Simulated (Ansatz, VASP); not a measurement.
CdTe in VASP and in Ansatz

```
Cd Te
1.0
     4.24060    0.00000    0.00000
    -2.12030    3.67247    0.00000
     0.00000    0.00000   10.39563
Cd Te
3 3
Direct
  0.00000 0.00000 0.00000
  0.33333 0.66667 0.33333
  0.66667 0.33333 0.66667
  0.66667 0.33333 0.16667
  0.00000 0.00000 0.50000
  0.33333 0.66667 0.83333
```

Alike in both runs: functional PBEsol; k mesh 12 × 12 × 4; occupations gaussian, width 0.1 eV; no spin polarisation.

Ansatz relaxed the structure, and its values are those at the end. VASP's run is a single point on that final structure, the one shown.

|  | VASP | Ansatz |
| --- | --- | --- |
| version | VASP 6.6.1 | Ansatz 0.2.0 |
| potentials or method | VASP PAW PBE potentials, release 64 (Cd, Te), cutoff 520 eV | scalar-relativistic, plane waves, PAW |
| valence electrons in the cell | 54 | 108 |

VASP gave:

* gap on the k mesh at the Fermi level (eV): none
* pressure (GPa): 0.2

Question: Estimate Ansatz's values.

Answer: gap on the k mesh at the Fermi level (eV): none; pressure (GPa): 0.0.

VASP's potentials were made for PBE, not for PBEsol. A gap of «none» marks a metal or a gap that the smearing closes. VASP's potentials hold 54 valence electrons a cell and Ansatz's 108, so a difference there can come from the potentials and not from the codes.

Neither program's run includes spin-orbit coupling.
